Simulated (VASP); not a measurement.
BiTe:

```
Bi Te
1.0
     0.00000    3.23500    3.23500
     3.23500    0.00000    3.23500
     3.23500    3.23500    0.00000
Bi Te
1 1
Direct
  0.00000 0.00000 0.00000
  0.50000 0.50000 0.50000
```

| Item | Value |
| --- | --- |
| Program | VASP 6.6.1 |
| Task | relaxation of cell and atoms |
| Functional | RPBE |
| Dispersion | D3(BJ) |
| Potentials or basis | VASP PAW PBE potentials, release 64 (Bi_d, Te) |
| Cutoff | 600 eV |
| k mesh | 7 × 7 × 7 |
| Occupations | fermi-dirac, width 0.05 eV |
| Spin | no spin polarisation |

At the start: pressure -13.1 GPa; volume 33.86 Å³/atom.

How do energy, volume and symmetry change on relaxing?

Over 7 steps the energy falls by 384.2 meV/atom and the volume is 26.41 Å³/atom (-22.0 %); space group Fm-3m (No. 225, to 0.05 Å).

Step by step:
| step | energy change (eV) | largest force (eV/Å) | pressure (GPa) | volume (Å³) |
| --- | --- | --- | --- | --- |
| 1 | 0.0000 | 0.0000 | -13.06 | 67.71 |
| 2 | -0.1641 | 0.0000 | 26.22 | 44.10 |
| 3 | -0.7673 | 0.0000 | -0.74 | 53.25 |
| 4 | -0.7683 | 0.0000 | -0.18 | 52.92 |
| 5 | -0.7682 | 0.0000 | 0.31 | 52.65 |
| 6 | -0.7682 | 0.0000 | -0.34 | 53.01 |
| 7 | -0.7684 | 0.0000 | 0.02 | 52.81 |

Final structure:
```cif
data_structure
_symmetry_space_group_name_H-M 'P 1'
_symmetry_Int_Tables_number 1
_cell_length_a 4.2114
_cell_length_b 4.2114
_cell_length_c 4.2114
_cell_angle_alpha 60.000
_cell_angle_beta 60.000
_cell_angle_gamma 60.000
_cell_volume 52.81
loop_
_atom_site_label
_atom_site_type_symbol
_atom_site_fract_x
_atom_site_fract_y
_atom_site_fract_z
_atom_site_occupancy
Bi1 Bi 0.00000 0.00000 0.00000 1
Te1 Te 0.50000 0.50000 0.50000 1
```

Caveat: the volume moved by over 15 % at a fixed basis, so the end points are rough; the PAW data sets were made with another functional, which shifts forces and pressure a little; the volume moved by -22 % from the deposited cell, more than functionals usually miss; pairwise dispersion overbinds metals, which lowers pressure and volume.
